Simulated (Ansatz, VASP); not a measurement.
SiC: VASP beside Ansatz

The input INCAR:

```
SYSTEM = SiC
PREC = Accurate
ENCUT = 600
EDIFF = 1E-6
ISMEAR = 0
SIGMA = 0.01
LREAL = .FALSE.
LASPH = .TRUE.
NELM = 120
ALGO = Normal
ISIF = 2
LWAVE = .FALSE.
LCHARG = .FALSE.
GGA = PE
NBANDS = 11
GGA_COMPAT = .FALSE.
```

Contents of KPOINTS:

```
regular mesh
0
G
  10 10 10
  0 0 0
```

The input POSCAR:

```
SiC
1.0
    0.0000000000      2.1751745497      2.1751745497
    2.1751745497      0.0000000000      2.1751745497
    2.1751745497      2.1751745497      0.0000000000
Si C
1 1
Direct
    0.0000000000      0.0000000000      0.0000000000
    0.2500000000      0.2500000000      0.2500000000
```

Input for Ansatz:

```yaml
crystal:
  lattice:
    - [0.0, 2.1751745497, 2.1751745497]
    - [2.1751745497, 0.0, 2.1751745497]
    - [2.1751745497, 2.1751745497, 0.0]
  atoms:
    - { symbol: Si, position: [0.0, 0.0, 0.0] }
    - { symbol: C, position: [0.25, 0.25, 0.25] }
basis:
  ecutwfc: 420
kpoints:
  mp_grid: { grid: [10, 10, 10] }
hamiltonian:
  xc: pbe
scf:
  occupations: { method: fixed }
output:
  forces: true
  stress: true
  eigenvalues: true
  write_density: true
  write_potential: true
  elf: true
  volumetric_format: npy
```

Alike in both runs: task single point; functional PBE; k mesh 10 × 10 × 10; no spin polarisation.

|  | VASP | Ansatz |
| --- | --- | --- |
| version | VASP 6.6.1 | Ansatz 0.2.0 |
| potentials or method | VASP PAW PBE potentials, release 64 (Si, C), cutoff 600 eV | scalar-relativistic, plane waves, PAW |
| occupations | gaussian, width 0.01 eV | fixed |
| valence electrons in the cell | 8 | 8 |

```tsv
	VASP	Ansatz	Ansatz less VASP
gap on the k mesh at the Fermi level (eV)	1.35	1.35	+0.002
least direct gap on the mesh (eV)	4.55	4.55	+0.003
pressure (GPa)	4.3	4.5	+0.20
```
